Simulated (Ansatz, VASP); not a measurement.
One calculation of YAl7N8, two programs

```xyz
16
Lattice="3.1980 0.0000 5.0842 3.1980 0.0000 -5.0842 -3.1980 5.5391 0.0000" Properties=species:S:1:pos:R:3 pbc="T T T"
Y     0.0000    1.8464    0.0000
Al   -1.5990    4.6159    0.0000
Al    3.1980    1.8464    0.0000
Al    1.5990    4.6159    0.0000
Al    1.5990    0.9232   -2.5421
Al    1.5990    0.9232    2.5421
Al    0.0000    3.6927   -2.5421
Al    0.0000    3.6927    2.5421
N     3.1980    1.8464   -3.1421
N     3.1980    1.8464    1.9422
N     1.5990    4.6159   -3.1421
N     1.5990    4.6159    1.9422
N     1.5990    0.9232   -0.5999
N     0.0000    3.6927   -0.5999
N     4.7970    0.9232   -0.5999
N     3.1980    3.6927   -0.5999
```

Alike in both runs: task single point; functional r2SCAN; k mesh 4 × 4 × 4; occupations gaussian, width 0.1 eV; no spin polarisation.

|  | VASP | Ansatz |
| --- | --- | --- |
| version | VASP 6.6.1 | Ansatz 0.2.0 |
| potentials or method | VASP PAW PBE potentials, release 64 (Y_sv, Al, N), cutoff 520 eV | scalar-relativistic, plane waves, PAW |
| valence electrons in the cell | 72 | 72 |

|  | VASP | Ansatz | Ansatz less VASP |
| --- | --- | --- | --- |
| gap on the k mesh at the Fermi level (eV) | 3.66 | 3.62 | -0.036 |
| least direct gap on the mesh (eV) | 3.86 | 3.82 | -0.037 |
| pressure (GPa) | 5.2 | 5.6 | +0.34 |
| traceless stress, the component that is largest in VASP (GPa) | 0.59 | 0.57 | -0.015 |
| rms of the force components (eV/Å) | 2.080 | 2.073 | -0.0069 |

VASP's potentials were made for PBE, not for r2SCAN. Atom by atom the forces differ by 0.008 eV/Å (rms over components).
